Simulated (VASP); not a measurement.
Write the native input for VASP 6.6.1 that does the following.

```
Task                   : single point
Functional             : PBEsol
Potentials or basis    : VASP PAW PBE potentials, release 64 (C)
Cutoff                 : 520 eV
k mesh                 : 12 × 12 × 12
Occupations            : gaussian, width 0.05 eV
Spin                   : no spin polarisation
Dipole correction      : no
Further INCAR settings : ALGO = Normal; EDIFF = 1e-06; NBANDS = 11
```

The structure of C lies in POSCAR:

```
C
1.0
    0.0000000000      1.6782436539      2.0138923847
    1.6782436539      0.0000000000      2.0138923847
    1.6782436539      1.6782436539      0.0000000000
C
2
Direct
    0.5000000000      0.5000000000      0.5000000000
    0.7500000000      0.7500000000      0.7500000000
```

This cell differs from its parent crystal: ratio of the length along z to the lengths across it x 1.2, volume and fractional coordinates fixed.

The input as run:

INCAR

```
SYSTEM = C
PREC = Accurate ; ENCUT = 520
EDIFF = 1E-6 ; ISMEAR = 0
SIGMA = 0.05 ; LREAL = .FALSE.
LASPH = .TRUE. ; NELM = 100
ALGO = Normal ; ISIF = 2
LWAVE = .FALSE. ; LCHARG = .TRUE.
GGA = PS ; LELF = .TRUE.
LVHAR = .TRUE. ; NBANDS = 11
```

KPOINTS

```
Automatic mesh
0
G
  12 12 12
  0 0 0
```

Potentials or basis: VASP PAW PBE potentials, release 64 (C).

Command:

```sh
$ cat potpaw_PBE.64/C/POTCAR > POTCAR
$ mpirun -np 1 vasp_std > vasp.out
```

Results of the run:

```json
{"Pressure": "-2.6 GPa", "Band gap on the k mesh": "1.74 eV, indirect (least direct gap 4.00 eV)"}
```

Caveat: the PAW data sets were made with another functional, which shifts forces and pressure a little.

Wall time 6.5 s on 1 thread of Intel(R) Xeon(R) 6975P-C (Granite Rapids), on a shared host, peak memory 0.12 GiB.
